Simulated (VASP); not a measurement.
Al: single point with PBE

The system is Al.

```
Al
1.0
     0.00000    2.02481    2.02481
     2.02481    0.00000    2.02481
     2.02481    2.02481    0.00000
Al
1
Direct
  0.00000 0.00000 0.00000
```

```
Program             : VASP 6.6.1
Task                : single point
Functional          : PBE
Potentials or basis : VASP PAW PBE potentials, release 64 (Al)
Cutoff              : 500 eV
k mesh              : 7 × 7 × 7
Occupations         : fermi-dirac, width 0.15 eV
Spin                : no spin polarisation
```

The pressure is -0.8 GPa and the band gap on the k mesh is zero (an odd number of electrons rules out a gap without spin polarisation).

Levels at points of the mesh, in eV from the Fermi level:
| k point | band 1 | band 2 | band 3 | band 4 | band 5 | band 6 |
| --- | --- | --- | --- | --- | --- | --- |
| (0.00, 0.00, 0.00) | -11.08 | 12.60 | 12.60 | 12.60 | 14.04 | 14.04 |

Run time: 2.3 s on 1 thread of AMD EPYC 9R45 96-Core Processor (Zen 5), on a shared host, peak memory 0.1 GiB.

Caveat: the k points lie up to 0.38 Å⁻¹ apart, too coarse for converged energies and pressures of a metal.
